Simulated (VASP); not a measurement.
A run of VASP 6.6.1 is set up as follows.

Contents of INCAR:

```
SYSTEM = Rh
PREC = Accurate ; ENCUT = 520
EDIFF = 1E-8 ; ISMEAR = -1
SIGMA = 0.03 ; LREAL = .False.
LASPH = .True. ; NELM = 60
ALGO = Normal ; ISIF = 2
LWAVE = .False. ; LCHARG = .False.
LEFG = .True. ; NBANDS = 14
```

KPOINTS

```
regular mesh
0
Gamma
  16 16 16
  0 0 0
```

POSCAR

```
Rh
1.0
    0.0000000000      1.9205655000      1.9015500000
    1.9205655000      0.0000000000      1.9015500000
    1.9205655000      1.9205655000      0.0000000000
Rh
1
Direct
    0.0000000000      0.0000000000      0.0000000000
```

Potentials or basis: VASP PAW LDA potentials, release 64 (Rh_pv).

Run with:

```bash
$ cat potpaw_LDA.64/Rh_pv/POTCAR > POTCAR
$ mpirun -np 1 vasp_std > vasp.out
```

Question: Estimate the pressure.

Answer: -15.3 GPa.

Stress tensor (GPa, compression positive):
```
-16.07   0.00   0.00
  0.00 -16.07   0.00
  0.00   0.00 -13.83
```

Caveat: the cell differs from its parent crystal (equal xx and yy strain of +1 %); without QUAD_EFG the Cq values of the log hold for a quadrupole moment of 1 mb, not for the nuclei.
